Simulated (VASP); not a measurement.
# MgB2: single point with r2SCAN

Crystal: MgB2.

```
Mg B
1.0
     3.06940    0.00000    0.00000
    -1.53470    2.65818    0.00000
     0.00000    0.00000    3.50830
Mg B
1 2
Direct
  0.00000 0.00000 0.00000
  0.33333 0.66667 0.50000
  0.66667 0.33333 0.50000
```

```json
{
  "Program": "VASP 6.6.1",
  "Task": "single point",
  "Functional": "r2SCAN",
  "Potentials or basis": "VASP PAW PBE potentials, release 64 (Mg, B)",
  "Cutoff": "520 eV",
  "k mesh": "18 × 18 × 12",
  "Occupations": "gaussian, width 0.1 eV",
  "Spin": "no spin polarisation",
  "Dipole correction": "no",
  "Further INCAR settings": "ALGO = Normal; EDIFF = 1e-07; NBANDS = 11"
}
```

The pressure is -0.4 GPa and the band gap on the k mesh is zero (band 4 reaches 7.28 eV, above the bottom of band 5 at 3.26 eV).

Stress tensor (GPa, compression positive):
```
-0.30  0.00  0.00
 0.00 -0.30  0.00
 0.00  0.00 -0.60
```

Levels at points of the mesh, in eV from the Fermi level:
```csv
k point,band 2,band 3,band 4,band 5,band 6,band 7
"(0.00, 0.00, 0.00)",-3.15,0.41,0.41,2.00,6.70,6.70
"(0.50, 0.00, 0.00)",-8.33,-2.33,0.21,3.33,4.18,5.84
"(0.00, 0.00, 0.50)",-7.80,0.81,0.81,7.01,7.01,8.69
"(0.50, 0.00, 0.50)",-7.41,-3.77,-2.03,-1.22,6.14,9.62
```

Run time: 3.1 min on 1 thread of Intel(R) Xeon(R) 6975P-C (Granite Rapids), with other jobs on the host, peak memory 0.21 GiB.

Caveat: the PAW data sets were made with another functional, which shifts forces and pressure a little.
